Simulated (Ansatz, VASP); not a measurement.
TiC in VASP and in Ansatz

Contents of POSCAR:

```
TiC
1.0
    0.0000000000      2.1640000000      2.1640000000
    2.1640000000      0.0000000000      2.1640000000
    2.1640000000      2.1640000000      0.0000000000
Ti C
1 1
Direct
    0.0000000000      0.0000000000      0.0000000000
    0.5000000000      0.5000000000      0.5000000000
```

Contents of INCAR.step1:

```
PREC = Accurate
ENCUT = 520
ISMEAR = 0
SIGMA = 0.15
LREAL = F
LASPH = T
NELM = 60
NBANDS = 15
GGA = PE
ALGO = Normal
EDIFF = 1E-4
LWAVE = T
LCHARG = F
```

The input INCAR.step2:

```
PREC = Accurate
ENCUT = 520
EDIFF = 1E-6
ISMEAR = 0
SIGMA = 0.15
LREAL = F
LASPH = T
NELM = 60
ALGO = Normal
ISIF = 2
LWAVE = F
LCHARG = F
METAGGA = R2SCAN
LMIXTAU = T
NBANDS = 15
ISTART = 1
```

Contents of KPOINTS:

```
regular mesh
0
Gamma
  26 26 26
```

Input for Ansatz:

```yaml
crystal:
  lattice:
    - [0.0, 2.164, 2.164]
    - [2.164, 0.0, 2.164]
    - [2.164, 2.164, 0.0]
  atoms:
    - { symbol: Ti, position: [0.0, 0.0, 0.0] }
    - { symbol: C, position: [0.5, 0.5, 0.5] }
basis:
  ecutwfc: 500
kpoints:
  mp_grid: { grid: [26, 26, 26] }
hamiltonian:
  xc: r2scan
scf:
  occupations: { method: gaussian, width: 0.15 }
output:
  forces: true
  stress: true
  eigenvalues: true
  write_density: true
  write_potential: true
  elf: true
  volumetric_format: npy
```

Alike in both runs: task single point; functional r2SCAN; k mesh 26 × 26 × 26; occupations gaussian, width 0.15 eV; no spin polarisation.

|  | VASP | Ansatz |
| --- | --- | --- |
| version | VASP 6.6.1 | Ansatz 0.2.0 |
| potentials or method | VASP PAW PBE potentials, release 64 (Ti_sv, C), cutoff 520 eV | scalar-relativistic, plane waves, PAW |
| valence electrons in the cell | 16 | 16 |

Ansatz gave:

| Quantity | Value |
| --- | --- |
| gap on the k mesh at the Fermi level (eV) | none |
| pressure (GPa) | 0.0 |

Q: Estimate VASP's values.

A: gap on the k mesh at the Fermi level (eV): none; pressure (GPa): 0.9.

VASP's potentials were made for PBE, not for r2SCAN. A gap of «none» marks a metal or a gap that the smearing closes. With one functional, cell and mesh, what is left measures potentials, basis and numerics.
